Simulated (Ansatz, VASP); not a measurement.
## One calculation of AlN, two programs

```
Al N
1.0
     3.13016    0.00000    0.00000
     0.00000    5.01811    0.00000
     0.00000    0.00000   19.61440
Al N
4 4
Direct
  0.00000 0.05924 0.40786
  0.50000 0.55924 0.45393
  0.50000 0.05924 0.54607
  0.00000 0.55924 0.59214
  0.00000 0.44076 0.40786
  0.50000 0.94076 0.45393
  0.50000 0.44076 0.54607
  0.00000 0.94076 0.59214
```

Alike in both runs: task single point; functional PBE; k mesh 10 × 6 × 1; occupations fermi-dirac, width 0.02 eV; no spin polarisation.

```csv
,VASP,Ansatz
version,VASP 6.6.1,Ansatz 0.2.0
potentials or method,"VASP PAW PBE potentials, release 64 (Al, N)","PAW with Ansatz's default frozen-core files, scalar-relativistic"
plane-wave cutoff (eV),520,420
valence electrons in the cell,32,32
```

```tsv
	VASP	Ansatz	Ansatz less VASP
gap on the k mesh at the Fermi level (eV)	0.94	0.95	+0.007
rms of the force components (eV/Å)	1.125	1.126	+0.0013
```

The functional is the same, so the differences come from potentials, cutoffs and numerics.
